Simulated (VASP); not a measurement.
# CaB (P-3m1) in VASP: notebook

Runs on CaB. Level: PBE. Tasks: single point, relaxation of cell and atoms.

Program: VASP 6.6.1. These are calculated values, not measurements. Logs are shortened: lines on timing, memory, paths and dates and some standing lists are left out, and cuts for length are marked.

### Step 1. The cell of the first run

It takes space group P-3m1 (No. 164, trigonal). The conventional cell has a = 3.298 Å, b = 3.298 Å, c = 7.996 Å, α = 90.00°, β = 90.00°, γ = 120.00°. Within 3.3 Å of Ca (site symmetry 3m) lie 4 B at 2.50 to 2.94 Å and 6 Ca at 3.30 Å. B (site symmetry 3m) has 3 B at 1.92 Å within 2.5 Å.

### Step 2. Single point, PBE

INCAR reads:

```
SYSTEM = CaB
  PREC = Accurate
  ENCUT = 520
  EDIFF = 1E-7
  ISMEAR = 0
  SIGMA = 0.1
  LREAL = .FALSE.
  LASPH = .TRUE.
  NELM = 100
  ALGO = Normal
  ISIF = 2
  LWAVE = .FALSE.
  LCHARG = .FALSE.
  GGA = PE
  NBANDS = 21
```

KPOINTS reads:

```
Automatic mesh
0
G
  6 6 2
  0 0 0
```

POSCAR reads:

```
CaB
1.0
    3.2983759082      0.0000000000      0.0000000000
   -1.6491879541      2.8564773278      0.0000000000
    0.0000000000      0.0000000000      7.9963655144
Ca B
2 2
Direct
    0.3333333333      0.6666666667      0.2961468946
    0.6666666667      0.3333333333      0.7038531054
    0.3333333333      0.6666666667      0.9834807864
    0.6666666667      0.3333333333      0.0165192136
```

Potentials or basis: VASP PAW PBE potentials, release 64 (Ca_sv, B).

Run with:

```sh
cat potpaw_PBE.64/Ca_sv/POTCAR potpaw_PBE.64/B/POTCAR > POTCAR
mpirun -np 1 vasp_std > vasp.out
```

OUTCAR:

```text
SYSTEM = CaB
   PREC = Accurate
   ENCUT = 520
   EDIFF = 1E-7
   ISMEAR = 0
   LREAL = .FALSE.
   LASPH = .TRUE.
   NELM = 100
   ISIF = 2
   GGA = PE

 ion  position               nearest neighbor table
   1  0.333  0.667  0.296-   3 2.50
   2  0.667  0.333  0.704-   4 2.50
   3  0.333  0.667  0.983-   4 1.92   4 1.92   4 1.92   1 2.50
   4  0.667  0.333  0.017-   3 1.92   3 1.92   3 1.92   2 2.50

  LATTYP: Found a hexagonal cell.
 ALAT       =     3.2983759082
 C/A-ratio  =     2.4243341987

  Lattice vectors:

 A1 = (   3.2983759082,   0.0000000000,   0.0000000000)
 A2 = (  -1.6491879541,   2.8564773278,   0.0000000000)
 A3 = (   0.0000000000,   0.0000000000,   7.9963655144)

Analysis of symmetry for initial positions (statically):
=====================================================================
 Subroutine PRICEL returns:
 Original cell was already a primitive cell.

 Routine SETGRP: Setting up the symmetry group for a
 hexagonal supercell.

 Subroutine GETGRP returns: Found 12 space group operations
 (whereof 12 operations were pure point group operations)
 out of a pool of 24 trial point group operations.

The static configuration has the point symmetry D_3d.

Analysis of symmetry for dynamics (positions and initial velocities):
=====================================================================
 Subroutine PRICEL returns:
 Original cell was already a primitive cell.

 Routine SETGRP: Setting up the symmetry group for a
 hexagonal supercell.

 Subroutine GETGRP returns: Found 12 space group operations
 (whereof 12 operations were pure point group operations)
 out of a pool of 24 trial point group operations.

The dynamic configuration has the point symmetry D_3d.

 Subroutine INISYM returns: Found 12 space group operations
 (whereof 12 operations are pure point group operations),
 and found     1 'primitive' translations

----------------------------------------------------------------------------------------

                                     Primitive cell

  volume of cell :      75.3396

  direct lattice vectors                    reciprocal lattice vectors
     3.298375908  0.000000000  0.000000000     0.303179513  0.175040773  0.000000000
    -1.649187954  2.856477328  0.000000000     0.000000000  0.350081546  0.000000000
     0.000000000  0.000000000  7.996365514     0.000000000  0.000000000  0.125056815

  length of vectors
     3.298375908  3.298375908  7.996365514     0.350081546  0.350081546  0.125056815

  position of ions in fractional coordinates (direct lattice)
     0.333333333  0.666666667  0.296146895
     0.666666667  0.333333333  0.703853105
     0.333333333  0.666666667  0.983480786
     0.666666667  0.333333333  0.016519214

  ion indices of the primitive-cell ions
   primitive index   ion index
                 1           1
                 2           2
                 3           3
                 4           4

----------------------------------------------------------------------------------------

 KPOINTS: Automatic mesh

Automatic generation of k-mesh.
 Grid dimensions read from file:
 generate k-points for:    6    6    2

 Generating k-lattice:

  Cartesian coordinates                     Fractional coordinates (reciprocal lattice)
     0.050529919  0.029173462  0.000000000     0.166666667  0.000000000  0.000000000
     0.000000000  0.058346924  0.000000000     0.000000000  0.166666667  0.000000000
     0.000000000  0.000000000  0.062528407     0.000000000  0.000000000  0.500000000

  Length of vectors
     0.058346924  0.058346924  0.062528407

  Shift w.r.t. Gamma in fractional coordinates (k-lattice)
     0.000000000  0.000000000  0.000000000

 Subroutine IBZKPT returns following result:
 ===========================================

 Found     14 irreducible k-points:

 Following reciprocal coordinates:
            Coordinates               Weight
  0.000000  0.000000  0.000000      1.000000
  0.166667  0.000000  0.000000      6.000000
  0.333333  0.000000  0.000000      6.000000
  0.500000  0.000000  0.000000      3.000000
  0.166667  0.166667  0.000000      6.000000
  0.333333  0.166667  0.000000     12.000000
  0.333333  0.333333  0.000000      2.000000
  0.000000  0.000000  0.500000      1.000000
  0.166667  0.000000  0.500000      6.000000
  0.333333  0.000000  0.500000      6.000000
  0.500000  0.000000  0.500000      3.000000
  0.166667  0.166667  0.500000      6.000000
  0.333333  0.166667  0.500000     12.000000
  0.333333  0.333333  0.500000      2.000000
   k-points           NKPTS =     14   k-points in BZ     NKDIM =     14   number of bands    NBANDS=     21
   number of dos      NEDOS =    301   number of ions     NIONS =      4
   total plane-waves  NPLWV =  47040
   dimension x,y,z NGX =    28 NGY =   28 NGZ =   60
   dimension x,y,z NGXF=    56 NGYF=   56 NGZF=  120
   ions per type =               2   2
   NGX,Y,Z   is equivalent  to a cutoff of  14.11, 14.11, 12.47 a.u.
   NGXF,Y,Z  is equivalent  to a cutoff of  28.23, 28.23, 24.95 a.u.
 SYSTEM =  CaB
   PREC   = accura    normal or accurate (medium, high low for compatibility)
   ISTART =      0    job   : 0-new  1-cont  2-samecut
   ICHARG =      2    charge: 1-file 2-atom 10-const
   ISPIN  =      1    spin polarized calculation?
   LNONCOLLINEAR =      F non collinear calculations
   LSORBIT =      F    spin-orbit coupling
   LASPH  =      T    aspherical Exc in radial PAW
   ENCUT  =  520.0 eV  38.22 Ry    6.18 a.u.   6.13  6.13 14.87*2*pi/ulx,y,z
   NELM   =    100;   NELMIN=  2; NELMDL= -5     # of ELM steps
   EDIFF  = 0.1E-06   stopping-criterion for ELM
   LREAL  =      F    real-space projection
   EDIFFG = 0.1E-05   stopping-criterion for IOM
   NSW    =      0    number of steps for IOM
   IBRION =     -1    ionic relax: 0-MD 1-quasi-New 2-CG
   NFREE  =      0    steps in history (QN), initial steepest desc. (CG)
   ISIF   =      2    stress and relaxation
   ISYM   =      2    0-nonsym 1-usesym 2-fastsym
   POTIM  = 0.5000    time-step for ionic-motion
   TEBEG  =    0.0;   TEEND  =   0.0 temperature during run
   PSTRESS=    0.0 pullay stress
   NELECT =      26.0000    total number of electrons
   NUPDOWN=      -1.0000    fix difference up-down
   EMIN   =  10.00;   EMAX   =-10.00  energy-range for DOS
   EFERMI =   0.00;   METHOD = LEGACY
   ISMEAR =     0;   SIGMA  =   0.10  broadening in eV -4-tet -1-fermi 0-gaus
   EFERMI_NEDOS =   21; number of points for ismear=-14 and -15
   IALGO  =     38    algorithm
   IMIX   =      4    mixing-type and parameters
     AMIX     =   0.40;   BMIX     =  1.00
     AMIX_MAG =   1.60;   BMIX_MAG =  1.00
  volume/ion in A,a.u.               =      18.83       127.10
  Fermi-wavevector in a.u.,A,eV,Ry     =   1.148307  2.169986 17.940771  1.318609
  Thomas-Fermi vector in A             =   2.284983
   LORBIT       =      0    0 simple, 1 ext, 2 COOP (PROOUT), +10 PAW based schemes
   GGA     = PE    functional components
   LHFCALC =     F    Hartree Fock is set to
   AEXX    =    0.0000 exact exchange contribution
   IVDW    =     0    specifies the selected vdW correction
   LEPSILON=     F    determine dielectric tensor
   LRPA    =     F    only Hartree local field effects (RPA)
 non-spin polarized calculation
 Gauss-broadening in eV      SIGMA  =   0.10
  energy-cutoff  :      520.00
  volume of cell :       75.34
 maximum number of plane-waves:      2052
 NGX is ok and might be reduce to    28
   NGX = 13   NGY = 13   NGZ = 29

 number of electron      26.0000004 magnetization

 Free energy of the ion-electron system (eV)
  ---------------------------------------------------
  ext. energy  EPLUGINS =         0.00000000
  ---------------------------------------------------
  free energy    TOTEN  =       -15.39917569 eV

  energy without entropy =      -15.38144911  energy(sigma->0) =      -15.39031240

 E-fermi :   3.6389     XC(G=0):  -9.4548

 val. band max:        3.3887966798   @ k =   0.3333   0.1667   0.5000
 cond. band min:       3.6514323779   @ k =   0.1667   0.1667   0.5000
 fundamental gap:      0.2626356981
 Fermi energy:         3.6389284370

 k-point     1 :       0.0000    0.0000    0.0000
  band No.  band energies     occupation
      1     -37.5019      2.00000
      2     -37.4898      2.00000
      3     -18.5156      2.00000
      4     -18.3742      2.00000
      5     -18.3352      2.00000
      6     -18.3352      2.00000
[... 13 lines left out ...]
     20       8.6504      0.00000
     21       8.6504      0.00000

 k-point     2 :       0.1667    0.0000    0.0000
  band No.  band energies     occupation
      1     -37.4808      2.00000
      2     -37.4702      2.00000
      3     -18.4912      2.00000
      4     -18.4832      2.00000
      5     -18.4655      2.00000
      6     -18.3690      2.00000
[... 13 lines left out ...]
     20       8.2768      0.00000
     21       8.3357      0.00000

 k-point     3 :       0.3333    0.0000    0.0000
  band No.  band energies     occupation
      1     -37.4379      2.00000
      2     -37.4311      2.00000
      3     -18.7701      2.00000
      4     -18.7567      2.00000
      5     -18.4351      2.00000
      6     -18.4195      2.00000
[... 13 lines left out ...]
     20       8.2293      0.00000
     21       8.2787      0.00000

 k-point     4 :       0.5000    0.0000    0.0000
  band No.  band energies     occupation
      1     -37.4157      2.00000
      2     -37.4120      2.00000
      3     -18.9085      2.00000
      4     -18.8920      2.00000
      5     -18.4675      2.00000
      6     -18.4503      2.00000
[... 13 lines left out ...]
     20       8.3005      0.00000
     21       8.3977      0.00000

 k-point     5 :       0.1667    0.1667    0.0000
  band No.  band energies     occupation
      1     -37.4488      2.00000
      2     -37.4408      2.00000
      3     -18.6673      2.00000
      4     -18.6655      2.00000
      5     -18.4465      2.00000
      6     -18.4356      2.00000
[... 13 lines left out ...]
     20       7.8878      0.00000
     21       8.1667      0.00000

 k-point     6 :       0.3333    0.1667    0.0000
  band No.  band energies     occupation
      1     -37.4158      2.00000
      2     -37.4119      2.00000
      3     -18.8350      2.00000
      4     -18.8214      2.00000
      5     -18.5442      2.00000
      6     -18.5290      2.00000
[... 13 lines left out ...]
     20       8.0901      0.00000
     21       8.6316      0.00000

 k-point     7 :       0.3333    0.3333    0.0000
  band No.  band energies     occupation
      1     -37.4035      2.00000
      2     -37.4035      2.00000
      3     -18.7371      2.00000
      4     -18.7309      2.00000
      5     -18.7309      2.00000
      6     -18.7096      2.00000
[... 13 lines left out ...]
     20       8.5734      0.00000
     21       8.5734      0.00000

 k-point     8 :       0.0000    0.0000    0.5000
  band No.  band energies     occupation
      1     -37.5017      2.00000
      2     -37.4900      2.00000
      3     -18.5005      2.00000
      4     -18.3901      2.00000
      5     -18.3348      2.00000
      6     -18.3348      2.00000
[... 13 lines left out ...]
     20       8.3830      0.00000
     21       8.3830      0.00000

 k-point     9 :       0.1667    0.0000    0.5000
  band No.  band energies     occupation
      1     -37.4806      2.00000
      2     -37.4704      2.00000
      3     -18.4880      2.00000
      4     -18.4831      2.00000
      5     -18.4568      2.00000
      6     -18.3685      2.00000
[... 13 lines left out ...]
     20       7.3319      0.00000
     21       8.1359      0.00000

 k-point    10 :       0.3333    0.0000    0.5000
  band No.  band energies     occupation
      1     -37.4378      2.00000
      2     -37.4312      2.00000
      3     -18.7698      2.00000
      4     -18.7578      2.00000
      5     -18.4344      2.00000
      6     -18.4202      2.00000
[... 13 lines left out ...]
     20       8.5626      0.00000
     21       8.6829      0.00000

 k-point    11 :       0.5000    0.0000    0.5000
  band No.  band energies     occupation
      1     -37.4157      2.00000
      2     -37.4120      2.00000
      3     -18.9079      2.00000
      4     -18.8932      2.00000
      5     -18.4668      2.00000
      6     -18.4511      2.00000
[... 13 lines left out ...]
     20       8.5849      0.00000
     21       8.9735      0.00000

 k-point    12 :       0.1667    0.1667    0.5000
  band No.  band energies     occupation
      1     -37.4487      2.00000
      2     -37.4410      2.00000
      3     -18.6674      2.00000
      4     -18.6664      2.00000
      5     -18.4459      2.00000
      6     -18.4362      2.00000
[... 13 lines left out ...]
     20       8.1577      0.00000
     21       8.4145      0.00000

 k-point    13 :       0.3333    0.1667    0.5000
  band No.  band energies     occupation
      1     -37.4158      2.00000
      2     -37.4120      2.00000
      3     -18.8345      2.00000
      4     -18.8225      2.00000
      5     -18.5436      2.00000
      6     -18.5298      2.00000
[... 13 lines left out ...]
     20       8.2763      0.00000
     21       8.3924      0.00000

 k-point    14 :       0.3333    0.3333    0.5000
  band No.  band energies     occupation
      1     -37.4035      2.00000
      2     -37.4035      2.00000
      3     -18.7357      2.00000
      4     -18.7313      2.00000
      5     -18.7313      2.00000
      6     -18.7111      2.00000
[... 13 lines left out ...]
     20       7.6571      0.00000
     21       7.9294      0.00000

------------------------ aborting loop because EDIFF is reached ----------------------------------------

  FORCE on cell =-STRESS in cart. coord.  units (eV):
  Direction    XX          YY          ZZ          XY          YZ          ZX
  --------------------------------------------------------------------------------------
  -------------------------------------------------------------------------------------
  Total        0.0209976      0.0209976      0.0616637      0.0000000     -0.0000000      0.0000000
  in kB        0.4465364      0.4465364      1.3113434      0.0000000     -0.0000000      0.0000000
  external PRESSURE =       0.7348054 kB  Pullay stress =       0.0000000 kB

 VOLUME and BASIS-vectors are now :
 -----------------------------------------------------------------------------
  energy-cutoff  :      520.00
  volume of cell :       75.34
      direct lattice vectors                 reciprocal lattice vectors
     3.298375908  0.000000000  0.000000000     0.303179513  0.175040773  0.000000000
    -1.649187954  2.856477328  0.000000000     0.000000000  0.350081546  0.000000000
     0.000000000  0.000000000  7.996365514     0.000000000  0.000000000  0.125056815

 POSITION                                       TOTAL-FORCE (eV/Angst)
 -----------------------------------------------------------------------------------
     -0.00000      1.90432      2.36810        -0.000000      0.000000      0.024700
      1.64919      0.95216      5.62827         0.000000     -0.000000     -0.024700
     -0.00000      1.90432      7.86427         0.000000     -0.000000     -0.019591
      1.64919      0.95216      0.13209        -0.000000      0.000000      0.019591
 -----------------------------------------------------------------------------------
    total drift:                                0.000000     -0.000000     -0.000000

  FREE ENERGIE OF THE ION-ELECTRON SYSTEM (eV)
  ---------------------------------------------------
  free  energy   TOTEN  =       -15.3991756931 eV

  energy  without entropy=      -15.3814491055  energy(sigma->0) =      -15.39031240
```

It took 14 s on 1 thread of Intel Xeon 6975P-C (Granite Rapids), shared host; peak memory 0.2 GiB.

Results:

```yaml
Free_energy: -15.3992 eV
Pressure: 0.1 GPa
Largest_force: 0.025 eV/Å
Band_gap_on_the_k_mesh: zero (band 13 reaches 4.31 eV, above the bottom of band 14 at 3.65 eV)
```

Forces in eV/Å, atoms in the order of the input:
```
Ca   0.000  0.000  0.025
Ca   0.000  0.000 -0.025
B    0.000  0.000 -0.020
B    0.000  0.000  0.020
```

Caveat: the k points lie up to 0.39 Å⁻¹ apart.

### Step 3. Relaxation of cell and atoms, PBE

This run uses another cell than the first one, of 25.46 Å³/atom, 1.352 times its volume.

INCAR reads:

```
SYSTEM = CaB
PREC     = Accurate       ! precision mode
ENCUT    = 600            ! plane-wave cutoff, eV
EDIFF    = 1E-7           ! SCF threshold, eV
ISMEAR   = 0              ! smearing method
SIGMA    = 0.1            ! smearing width, eV
LREAL    = .False.        ! projectors in reciprocal space
LASPH    = .True.         ! aspherical terms in the spheres
NELM     = 60             ! most SCF steps
ALGO     = Normal         ! electronic algorithm
ISIF     = 3              ! what is computed and relaxed
LWAVE    = .False.        ! write WAVECAR
LCHARG   = .False.        ! write CHGCAR
GGA      = PE             ! functional
IBRION   = 2              ! ionic algorithm
NSW      = 90             ! ionic steps
EDIFFG   = -0.04          ! ionic threshold
```

KPOINTS reads:

```
regular mesh
0
Gamma
  6 6 2
  0 0 0
```

POSCAR reads:

```
CaB
1.0
    3.5400892400      0.0000000000      0.0000000000
   -1.7700446200      3.0658072100      0.0000000000
    0.0000000000      0.0000000000      9.3833139700
Ca B
2 2
Direct
    0.3333333300      0.6666666700      0.3221916100
    0.6666666700      0.3333333300      0.6778083900
    0.3333333300      0.6666666700      0.8962493900
    0.6666666700      0.3333333300      0.1037506100
```

Potentials or basis: VASP PAW PBE potentials, release 64 (Ca_sv, B).

Run with:

```sh
cat potpaw_PBE.64/Ca_sv/POTCAR potpaw_PBE.64/B/POTCAR > POTCAR
mpirun -np 1 vasp_std > vasp.out
```

Wall time 4.3 min (1 thread of Intel Xeon 6975P-C (Granite Rapids), shared host); peak memory 0.27 GiB.

The run converged. Its results:

- Free energy: -15.4032 eV
- Relaxed volume: 18.84 Å³/atom
- Relaxed cell: a = 3.300 Å, b = 3.300 Å, c = 7.993 Å, α = 90.00°, β = 90.00°, γ = 120.00°
- Space group after relaxing (to 0.05 Å): P-3m1 (No. 164)
- Energy gained by relaxing: 1058.7 meV/atom
- Ionic steps: 22
- Pressure after relaxing: 0.0 GPa
- Largest force after relaxing: 0.024 eV/Å
- Band gap on the k mesh: zero (band 13 reaches 4.31 eV, above the bottom of band 14 at 3.65 eV)

Forces in eV/Å, atoms in the order of the input:
```
Ca   0.000  0.000 -0.008
Ca   0.000  0.000  0.008
B    0.000  0.000 -0.024
B    0.000  0.000  0.024
```

Stress tensor (GPa, compression positive):
```
0.01 0.00 0.00
0.00 0.01 0.00
0.00 0.00 0.11
```

The path:
| step | energy change (eV) | largest force (eV/Å) | pressure (GPa) | volume (Å³) |
| --- | --- | --- | --- | --- |
| 1 | 0.0000 | 1.4448 | -5.97 | 101.84 |
| 2 | -1.1839 | 2.3955 | -3.78 | 88.25 |
| 3 | 0.3583 | 4.0177 | 43.23 | 52.01 |
| 4 | -1.2994 | 3.1938 | 1.92 | 78.00 |
| 5 | -1.5125 | 3.6732 | 11.54 | 66.61 |
| 6 | -2.0325 | 3.0657 | 12.16 | 65.31 |
| 7 | -1.8798 | 1.9082 | 18.21 | 62.65 |
| 8 | -2.1680 | 2.0082 | 14.14 | 64.29 |
| 9 | -2.5941 | 1.5556 | 8.42 | 68.34 |
| 10 | -3.0207 | 0.9082 | -0.68 | 77.86 |
| 11 | -3.0378 | 0.9948 | -2.06 | 80.00 |
| 12 | -3.2009 | 0.9155 | -1.81 | 79.92 |
| 13 | -3.7237 | 0.8652 | -1.68 | 79.47 |
| 14 | -4.1137 | 0.8225 | 0.76 | 77.70 |
| 15 | -4.1338 | 0.6799 | -0.14 | 78.13 |
| 16 | -4.1753 | 0.3004 | -0.60 | 77.80 |
| 17 | -4.1783 | 0.3760 | -0.57 | 77.88 |
| 18 | -4.2001 | 0.3305 | -0.26 | 76.95 |
| 19 | -4.2285 | 0.1069 | 1.07 | 74.21 |
| 20 | -4.2311 | 0.1531 | -0.47 | 75.82 |
| 21 | -4.2343 | 0.0506 | 0.17 | 75.13 |
| 22 | -4.2349 | 0.0245 | 0.04 | 75.37 |

Final structure:
```yaml
crystal:
  lattice:
    - [3.29958, 0.00000, 0.00000]
    - [-1.64979, 2.85752, 0.00000]
    - [0.00000, 0.00000, 7.99330]
  atoms:
    - { symbol: Ca, position: [0.33333, 0.66667, 0.29676] }
    - { symbol: Ca, position: [0.66667, 0.33333, 0.70324] }
    - { symbol: B, position: [0.33333, 0.66667, 0.98365] }
    - { symbol: B, position: [0.66667, 0.33333, 0.01635] }
```

Levels at points of the mesh, in eV from the Fermi level:
```
           k point  band 11  band 12  band 13  band 14  band 15  band 16
(0.00, 0.00, 0.00)    -3.31    -0.35     0.67     0.67     0.79     2.91
(0.50, 0.00, 0.00)    -1.52    -1.22    -0.30     0.07     0.35     0.49
(0.00, 0.00, 0.50)    -1.72    -1.55     0.66     0.66     1.06     3.00
(0.50, 0.00, 0.50)    -1.54    -1.21    -0.35     0.34     0.46     0.46
```

Caveat: the volume moved by over 15 % at a fixed basis, so the end points are rough.
